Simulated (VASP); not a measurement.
# Sb (Pm-3m) in VASP: notebook

The runs below take Sb through single point, with r2SCAN.

Everything below comes from runs of VASP 6.6.1. Logs are shortened: lines on timing, memory, paths and dates and some standing lists are left out, and cuts for length are marked.

### 1 The cell of the first run

Symmetry: Pm-3m, No. 221, cubic system. The conventional cell has a = 3.089 Å, b = 3.089 Å, c = 3.089 Å, α = 90.00°, β = 90.00°, γ = 90.00°. Within 4.1 Å of Sb (site symmetry m-3m) lie 6 Sb at 3.09 Å.

### 2 Single point, r2SCAN

Input file POSCAR:

```
Sb
1.0
    3.0885967493      0.0000000000      0.0000000000
    0.0000000000      3.0885967493      0.0000000000
    0.0000000000      0.0000000000      3.0885967493
Sb
1
Direct
    0.0000000000      0.0000000000      0.0000000000
```

Input file INCAR.step1:

```
PREC = Accurate ; ENCUT = 520
ISMEAR = -1 ; SIGMA = 0.1
LREAL = False ; LASPH = True
NELM = 100 ; NBANDS = 8
GGA = PE ; ALGO = Normal
EDIFF = 1E-4 ; LWAVE = True
LCHARG = False
```

Input file INCAR.step2:

```
PREC = Accurate ; ENCUT = 520
EDIFF = 1E-6 ; ISMEAR = -1
SIGMA = 0.1 ; LREAL = False
LASPH = True ; NELM = 100
ALGO = Normal ; ISIF = 2
LWAVE = False ; LCHARG = False
METAGGA = R2SCAN ; LMIXTAU = True
NBANDS = 8 ; ISTART = 1
```

Input file KPOINTS:

```
regular mesh
0
Gamma
  7 7 7
```

Potentials or basis: VASP PAW PBE potentials, release 64 (Sb).

On the command line:

```bash
cat potpaw_PBE.64/Sb/POTCAR > POTCAR
cp INCAR.step1 INCAR
mpirun -np 1 vasp_std > vasp.out
cp INCAR.step2 INCAR
mpirun -np 1 vasp_std > vasp.out
```

OUTCAR:

```text
PREC = Accurate
   ENCUT = 520
   EDIFF = 1E-6
   ISMEAR = -1
   LREAL = False
   LASPH = True
   NELM = 100
   ISIF = 2
   METAGGA = R2SCAN
   ISTART = 1

 ion  position               nearest neighbor table
   1  0.000  0.000  0.000-

  LATTYP: Found a simple cubic cell.
 ALAT       =     3.0885967493

  Lattice vectors:

 A1 = (   3.0885967493,   0.0000000000,   0.0000000000)
 A2 = (   0.0000000000,   3.0885967493,   0.0000000000)
 A3 = (   0.0000000000,   0.0000000000,   3.0885967493)

Analysis of symmetry for initial positions (statically):
=====================================================================
 Subroutine PRICEL returns:
 Original cell was already a primitive cell.

 Routine SETGRP: Setting up the symmetry group for a
 simple cubic supercell.

 Subroutine GETGRP returns: Found 48 space group operations
 (whereof 48 operations were pure point group operations)
 out of a pool of 48 trial point group operations.

The static configuration has the point symmetry O_h .

Analysis of symmetry for dynamics (positions and initial velocities):
=====================================================================
 Subroutine PRICEL returns:
 Original cell was already a primitive cell.

 Routine SETGRP: Setting up the symmetry group for a
 simple cubic supercell.

 Subroutine GETGRP returns: Found 48 space group operations
 (whereof 48 operations were pure point group operations)
 out of a pool of 48 trial point group operations.

The dynamic configuration has the point symmetry O_h .

 Subroutine INISYM returns: Found 48 space group operations
 (whereof 48 operations are pure point group operations),
 and found     1 'primitive' translations

----------------------------------------------------------------------------------------

                                     Primitive cell

  volume of cell :      29.4635

  direct lattice vectors                    reciprocal lattice vectors
     3.088596749  0.000000000  0.000000000     0.323771629  0.000000000  0.000000000
     0.000000000  3.088596749  0.000000000     0.000000000  0.323771629  0.000000000
     0.000000000  0.000000000  3.088596749     0.000000000  0.000000000  0.323771629

  length of vectors
     3.088596749  3.088596749  3.088596749     0.323771629  0.323771629  0.323771629

  position of ions in fractional coordinates (direct lattice)
[... 71 lines left out ...]
   NELM   =    100;   NELMIN=  2; NELMDL=  0     # of ELM steps
   EDIFF  = 0.1E-05   stopping-criterion for ELM
   LREAL  =      F    real-space projection
   EDIFFG = 0.1E-04   stopping-criterion for IOM
   NSW    =      0    number of steps for IOM
   IBRION =     -1    ionic relax: 0-MD 1-quasi-New 2-CG
   NFREE  =      0    steps in history (QN), initial steepest desc. (CG)
   ISIF   =      2    stress and relaxation
   ISYM   =      2    0-nonsym 1-usesym 2-fastsym
   POTIM  = 0.5000    time-step for ionic-motion
   TEBEG  =    0.0;   TEEND  =   0.0 temperature during run
   PSTRESS=    0.0 pullay stress
   NELECT =       5.0000    total number of electrons
   NUPDOWN=      -1.0000    fix difference up-down
   EMIN   =  10.00;   EMAX   =-10.00  energy-range for DOS
   EFERMI =   0.00;   METHOD = LEGACY
   ISMEAR =    -1;   SIGMA  =   0.10  broadening in eV -4-tet -1-fermi 0-gaus
   EFERMI_NEDOS =   21; number of points for ismear=-14 and -15
   IALGO  =     38    algorithm
   IMIX   =      4    mixing-type and parameters
     AMIX     =   0.40;   BMIX     =  1.00
     AMIX_MAG =   1.60;   BMIX_MAG =  1.00
  volume/ion in A,a.u.               =      29.46       198.83
  Fermi-wavevector in a.u.,A,eV,Ry     =   0.906366  1.712783 11.177178  0.821499
  Thomas-Fermi vector in A             =   2.030045
   LORBIT       =      0    0 simple, 1 ext, 2 COOP (PROOUT), +10 PAW based schemes
   METAGGA = R2SCAN    functional components
   LHFCALC =     F    Hartree Fock is set to
   AEXX    =    0.0000 exact exchange contribution
   IVDW    =     0    specifies the selected vdW correction
   LEPSILON=     F    determine dielectric tensor
   LRPA    =     F    only Hartree local field effects (RPA)
 non-spin polarized calculation
  energy-cutoff  :      520.00
  volume of cell :       29.46
 maximum number of plane-waves:       808
 NGX is ok and might be reduce to    24
   NGX = 11   NGY = 11   NGZ = 11

 number of electron       4.9999999 magnetization

 Free energy of the ion-electron system (eV)
  ---------------------------------------------------
  ext. energy  EPLUGINS =         0.00000000
  ---------------------------------------------------
  free energy    TOTEN  =       -25.67956764 eV

  energy without entropy =      -25.66377838  energy(sigma->0) =      -25.67167301

 E-fermi :   6.9796     XC(G=0): -10.1626

 val. band max:        6.6908149986   @ k =   0.4286   0.2857   0.1429
 cond. band min:       7.0308954089   @ k =   0.4286   0.2857   0.2857
 fundamental gap:      0.3400804103
 Fermi energy:         6.9796481621

 k-point     1 :       0.0000    0.0000    0.0000
  band No.  band energies     occupation
      1      -5.8542      2.00000
      2      10.6945      0.00000
      3      10.6945      0.00000
      4      10.6945      0.00000
      5      14.4762      0.00000
      6      14.4762      0.00000
      7      16.4415      0.00000
      8      25.7455      0.00000
[... 199 lines left out ...]
 k-point    20 :       0.4286    0.4286    0.4286
  band No.  band energies     occupation
      1       1.6559      2.00000
      2       5.4441      2.00000
      3       5.4441      2.00000
      4       6.1301      1.99959
      5      12.3319      0.00000
      6      12.8122      0.00000
      7      12.8122      0.00000
      8      16.1551      0.00000

------------------------ aborting loop because EDIFF is reached ----------------------------------------

  FORCE on cell =-STRESS in cart. coord.  units (eV):
  Direction    XX          YY          ZZ          XY          YZ          ZX
  --------------------------------------------------------------------------------------
  -------------------------------------------------------------------------------------
  Total       -0.0029463     -0.0029463     -0.0029463      0.0000000     -0.0000000     -0.0000000
  in kB       -0.1602151     -0.1602151     -0.1602151      0.0000000     -0.0000000     -0.0000000
  external PRESSURE =      -0.1602151 kB  Pullay stress =       0.0000000 kB

 VOLUME and BASIS-vectors are now :
 -----------------------------------------------------------------------------
  energy-cutoff  :      520.00
  volume of cell :       29.46
      direct lattice vectors                 reciprocal lattice vectors
     3.088596749  0.000000000  0.000000000     0.323771629  0.000000000  0.000000000
     0.000000000  3.088596749  0.000000000     0.000000000  0.323771629  0.000000000
     0.000000000  0.000000000  3.088596749     0.000000000  0.000000000  0.323771629

 POSITION                                       TOTAL-FORCE (eV/Angst)
 -----------------------------------------------------------------------------------
      0.00000      0.00000      0.00000         0.000000      0.000000      0.000000
 -----------------------------------------------------------------------------------
    total drift:                                0.000000     -0.000000      0.000000

  FREE ENERGIE OF THE ION-ELECTRON SYSTEM (eV)
  ---------------------------------------------------
  free  energy   TOTEN  =       -25.6795676421 eV

  energy  without entropy=      -25.6637783840  energy(sigma->0) =      -25.67167301
```

Wall time 17 s (1 thread of Intel Xeon 8259CL, shared host); peak memory 0.14 GiB.

What came out:

| Property | Result |
| --- | --- |
| Free energy | -25.6796 eV |
| Pressure | 0.0 GPa |

Caveat: the PAW data sets were made with another functional, which shifts forces and pressure a little; spin-orbit coupling is left out, which moves the levels of the heavy elements.

### 3 Single point, r2SCAN

This run uses another cell than the first one, of 29.02 Å³/atom, 0.985 times its volume.

Input file POSCAR:

```
Sb
1.0
    3.0730759007      0.0000000000      0.0000000000
    0.0000000000      3.0730759007      0.0000000000
    0.0000000000      0.0000000000      3.0730759007
Sb
1
Direct
    0.0000000000      0.0000000000      0.0000000000
```

Input file INCAR.step1:

```
PREC     = Accurate       # precision mode
ENCUT    = 520            # plane-wave cutoff, eV
ISMEAR   = -1             # smearing method
SIGMA    = 0.1            # smearing width, eV
LREAL    = F              # projectors in reciprocal space
LASPH    = T              # aspherical terms in the spheres
NELM     = 100            # most SCF steps
NBANDS   = 8              # bands
GGA      = PE             # functional
ALGO     = Normal         # electronic algorithm
EDIFF    = 1E-4           # SCF threshold, eV
LWAVE    = T              # write WAVECAR
LCHARG   = F              # write CHGCAR
```

Input file INCAR.step2:

```
PREC     = Accurate       # precision mode
ENCUT    = 520            # plane-wave cutoff, eV
EDIFF    = 1E-6           # SCF threshold, eV
ISMEAR   = -1             # smearing method
SIGMA    = 0.1            # smearing width, eV
LREAL    = F              # projectors in reciprocal space
LASPH    = T              # aspherical terms in the spheres
NELM     = 100            # most SCF steps
ALGO     = Normal         # electronic algorithm
ISIF     = 2              # what is computed and relaxed
LWAVE    = F              # write WAVECAR
LCHARG   = F              # write CHGCAR
METAGGA  = R2SCAN         # meta-GGA
LMIXTAU  = T            
NBANDS   = 8              # bands
ISTART   = 1
```

Input file KPOINTS:

```
Automatic mesh
0
Gamma
  7 7 7
```

Potentials or basis: VASP PAW PBE potentials, release 64 (Sb).

On the command line:

```bash
cat potpaw_PBE.64/Sb/POTCAR > POTCAR
cp INCAR.step1 INCAR
mpirun -np 1 vasp_std > vasp.out
cp INCAR.step2 INCAR
mpirun -np 1 vasp_std > vasp.out
```

Run time: 14 s. Hardware: 1 thread of Intel Xeon 8259CL, shared host; peak memory 0.14 GiB.

It converged, with:

```
Free energy : -25.6782 eV
Pressure    : 1.0 GPa
```

Levels at points of the mesh, in eV from the Fermi level:
```
           k point  band 1  band 2  band 3  band 4  band 5  band 6  band 7
(0.00, 0.00, 0.00)  -12.95    3.76    3.76    3.76    7.52    7.52    9.57
```

Caveat: the PAW data sets were made with another functional, which shifts forces and pressure a little; spin-orbit coupling is left out, which moves the levels of the heavy elements.

### 4 Single point, r2SCAN

This run uses another cell than the first one, of 29.91 Å³/atom, 1.015 times its volume.

Input file POSCAR:

```
Sb
1.0
    3.1039631552      0.0000000000      0.0000000000
    0.0000000000      3.1039631552      0.0000000000
    0.0000000000      0.0000000000      3.1039631552
Sb
1
Direct
    0.0000000000      0.0000000000      0.0000000000
```

Input file INCAR.step1:

```
PREC = Accurate ; ENCUT = 520
ISMEAR = -1 ; SIGMA = 0.1
LREAL = False ; LASPH = True
NELM = 100 ; NBANDS = 8
GGA = PE ; ALGO = Normal
EDIFF = 1E-4 ; LWAVE = True
LCHARG = False
```

Input file INCAR.step2:

```
PREC = Accurate ; ENCUT = 520
EDIFF = 1E-6 ; ISMEAR = -1
SIGMA = 0.1 ; LREAL = False
LASPH = True ; NELM = 100
ALGO = Normal ; ISIF = 2
LWAVE = False ; LCHARG = False
METAGGA = R2SCAN ; LMIXTAU = True
NBANDS = 8 ; ISTART = 1
```

KPOINTS is that of step 3.

On the command line:

```bash
cat potpaw_PBE.64/Sb/POTCAR > POTCAR
cp INCAR.step1 INCAR
mpirun -np 1 vasp_std > vasp.out
cp INCAR.step2 INCAR
mpirun -np 1 vasp_std > vasp.out
```

It took 20 s on 1 thread of Intel Xeon 8259CL, shared host; peak memory 0.14 GiB.

Results (log left out):

| Quantity | Value |
| --- | --- |
| Free energy | -25.6783 eV |
| Pressure | -0.9 GPa |

Levels at points of the mesh, in eV from the Fermi level:
```
           k point  band 1  band 2  band 3  band 4  band 5  band 6  band 7
(0.00, 0.00, 0.00)  -12.72    3.67    3.67    3.67    7.48    7.48    9.36
```

Caveat: the PAW data sets were made with another functional, which shifts forces and pressure a little; spin-orbit coupling is left out, which moves the levels of the heavy elements.

### 5 Summary

```tsv
cell	gap on the mesh (eV)	pressure (GPa)
a = 3.089 Å, 1 atom	none	0.0
a = 3.073 Å, 1 atom	none	1.0
a = 3.104 Å, 1 atom	none	-0.9
```

Alike in all rows: task single point; level r2SCAN; potentials or basis VASP PAW PBE potentials, release 64 (Sb); no spin polarisation; k mesh 7 × 7 × 7; cutoff (eV) 520; smearing fermi-dirac 0.1 eV.

Caveats: the PAW data sets were made with another functional, which shifts forces and pressure a little; spin-orbit coupling is left out, which moves the levels of the heavy elements.

Absolute energies hang on the potentials; compare differences alone.
